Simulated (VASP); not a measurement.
Here is a VASP 6.6.1 calculation.

INCAR

```
ALGO     = Normal         # electronic algorithm
DIPOL    = 0.5 0.5 0.500
EDIFF    = 1E-6           # SCF threshold, eV
EDIFFG   = -0.03          # ionic threshold
ENCUT    = 520            # plane-wave cutoff, eV
GGA      = CA             # functional
IBRION   = 2              # ionic algorithm
IDIPOL   = 3            
ISIF     = 2              # what is computed and relaxed
ISMEAR   = 0              # smearing method
LASPH    = True           # aspherical terms in the spheres
LCHARG   = False          # write CHGCAR
LDIPOL   = True         
LREAL    = False          # projectors in reciprocal space
LWAVE    = False          # write WAVECAR
NELM     = 80             # most SCF steps
NSW      = 70             # ionic steps
PREC     = Accurate       # precision mode
SIGMA    = 0.1            # smearing width, eV
```

Contents of KPOINTS:

```
k-points
0
Gamma
  9 9 1
```

Contents of POSCAR:

```
Ge
1.0
    3.9749475856      0.0000000000      0.0000000000
   -1.9874737928      3.4424055879      0.0000000000
    0.0000000000      0.0000000000     18.0569138913
Ge
4
Selective dynamics
Direct
    0.3333333333      0.6666666667      0.3876631434  F F F
    0.0000000000      0.0000000000      0.4325978861  F F F
    0.0000000000      0.0000000000      0.5674021139  T T T
    0.6666666667      0.3333333333      0.6123368566  T T T
```

Potentials or basis: VASP PAW LDA potentials, release 64 (Ge_d).

Run with:

```bash
$ cat potpaw_LDA.64/Ge_d/POTCAR > POTCAR
$ mpirun -np 1 vasp_std > vasp.out
```

Question: Estimate the band gap on the k mesh.

Answer: Zero (bands 28 and 29 overlap by 0.18 eV).

Question: Estimate the energy gained by relaxing.

Answer: 12.3 meV/atom.

Final structure:
```xyz
4
Lattice="3.9749 0.0000 0.0000 -1.9875 3.4424 0.0000 0.0000 0.0000 18.0569" Properties=species:S:1:pos:R:3 pbc="T T T"
Ge    0.0000    2.2949    7.0000
Ge    0.0000    0.0000    7.8114
Ge   -1.9875    3.4424   10.3893
Ge    1.9875    1.1475   11.1237
```
